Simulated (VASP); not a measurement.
Wanted: the native input for a VASP 6.6.1 run.

```yaml
Task: relaxation of cell and atoms
Functional: PBE
Potentials_or_basis: VASP PAW PBE potentials, release 64 (Zr_sv, Pd, Se)
Cutoff: 600 eV
k_mesh: 8 × 8 × 8
Occupations: gaussian, width 0.1 eV
Spin: no spin polarisation
Dipole_correction: no
Further_INCAR_settings: ALGO = Normal; EDIFF = 1e-07; IBRION = 2; EDIFFG = -0.01; NSW = 100; ISIF = 3
```

The structure of ZrPdSe4 lies in POSCAR:

```
ZrPdSe4
1.0
    0.0000000000      3.9508377311      3.9508377311
    3.9508377311      0.0000000000      3.9508377311
    3.9508377311      3.9508377311      0.0000000000
Zr Pd Se
1 1 4
Direct
    0.2500000000      0.2500000000      0.2500000000
    0.0000000000      0.0000000000      0.0000000000
    0.6248565860      0.6248565860      0.6248565860
    0.6248565860      0.6248565860      0.1254302421
    0.6248565860      0.1254302421      0.6248565860
    0.1254302421      0.6248565860      0.6248565860
```

The cell was generated, and may not be a known phase.

One way to write it, as run:

INCAR

```
  ALGO = Normal
  EDIFF = 1E-7
  EDIFFG = -0.01
  ENCUT = 600
  GGA = PE
  IBRION = 2
  ISIF = 3
  ISMEAR = 0
  LASPH = T
  LCHARG = F
  LREAL = F
  LWAVE = F
  NELM = 60
  NSW = 100
  PREC = Accurate
  SIGMA = 0.1
```

KPOINTS

```
k-points
0
Gamma
  8 8 8
```

Potentials or basis: VASP PAW PBE potentials, release 64 (Zr_sv, Pd, Se).

Launch:

```bash
$ cat potpaw_PBE.64/Zr_sv/POTCAR potpaw_PBE.64/Pd/POTCAR potpaw_PBE.64/Se/POTCAR > POTCAR
$ mpirun -np 1 vasp_std > vasp.out
```

Results of the run:

The relaxed volume is 20.31 Å³/atom. The relaxed cell is a = 5.565 Å, b = 5.565 Å, c = 5.565 Å, α = 60.00°, β = 60.00°, γ = 60.00°, the space group after relaxing (to 0.1 Å) is F-43m (No. 216) and the energy gained by relaxing is 0.8 meV/atom. The ionic steps are 4. The pressure after relaxing is 0.0 GPa and the band gap on the k mesh is zero (bands 23 and 24 overlap by 1.05 eV).

Run time: 9.9 min on 1 thread of Intel(R) Xeon(R) Platinum 8375C CPU @ 2.90GHz (Ice Lake) (shared host), peak memory 0.43 GiB.
